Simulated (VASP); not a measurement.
A run of VASP 6.6.1:

POSCAR

```
AgCl
1.0
    3.4339730000      0.0000000000      0.0000000000
    0.0000000000      3.4339730000      0.0000000000
    0.0000000000      0.0000000000      3.4339730000
Ag Cl
1 1
Direct
    0.0000000000      0.0000000000      0.0000000000
    0.5000000000      0.5000000000      0.5000000000
```

Contents of INCAR.step1:

```
PREC = Accurate
ENCUT = 520
EDIFF = 1E-5
ISMEAR = -1
SIGMA = 0.05
LREAL = F
LASPH = T
NELM = 80
ALGO = Normal
ISIF = 2
LWAVE = T
LCHARG = F
NBANDS = 16
GGA = PE
```

The input INCAR.step2:

```
PREC = Accurate
ENCUT = 520
EDIFF = 1E-6
ISMEAR = -1
SIGMA = 0.05
LREAL = F
LASPH = T
NELM = 80
ALGO = Normal
ISIF = 2
LWAVE = F
LCHARG = F
GGA = PE
LHFCALC = T
AEXX = 0.1
HFSCREEN = 0.2
PRECFOCK = Normal
NBANDS = 16
ISTART = 1
```

File KPOINTS:

```
Automatic mesh
0
Gamma
  4 4 4
```

Potentials or basis: VASP PAW PBE potentials, release 64 (Ag, Cl).

The run is started by

```console
$ cat potpaw_PBE.64/Ag/POTCAR potpaw_PBE.64/Cl/POTCAR > POTCAR
$ cp INCAR.step1 INCAR
$ mpirun -np 1 vasp_std > vasp.out
$ cp INCAR.step2 INCAR
$ mpirun -np 1 vasp_std > vasp.out
```

Hardware: 1 thread of AMD EPYC 7R13 Processor (Zen 3), with other jobs on the host.

How long does it take, and how much memory?

Wall time 2.5 min on 1 thread of AMD EPYC 7R13 Processor (Zen 3), with other jobs on the host, peak memory 0.24 GiB. Counts: k points 10.
